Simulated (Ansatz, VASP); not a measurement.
**One calculation of Al, two programs**

```xyz
6
Lattice="7.5650 0.0000 0.0000 -3.7825 6.5515 0.0000 0.0000 0.0000 2.7468" Properties=species:S:1:pos:R:3 pbc="T T T"
Al    1.2330    2.1356    0.4578
Al    5.0991    0.0000    1.3734
Al   -2.5495    4.4159    2.2890
Al    2.5495    4.4159    0.4578
Al    2.4660    0.0000    1.3734
Al   -1.2330    2.1356    2.2890
```

Alike in both runs: functional PBE; k mesh 6 × 6 × 14; occupations gaussian, width 0.1 eV; no spin polarisation.

Ansatz relaxed the structure, and its values are those at the end. VASP's run is a single point on that final structure, the one shown.

```csv
,VASP,Ansatz
version,VASP 6.6.1,Ansatz 0.2.0
potentials or method,"VASP PAW PBE potentials, release 64 (Al), cutoff 520 eV","scalar-relativistic, plane waves, PAW"
valence electrons in the cell,18,18
```

```csv
,VASP,Ansatz,Ansatz less VASP
gap on the k mesh at the Fermi level (eV),none,none,-
pressure (GPa),0.0,0.0,+0.03
```

A gap of «none» marks a metal or a gap that the smearing closes. With one functional, cell and mesh, what is left measures potentials, basis and numerics.
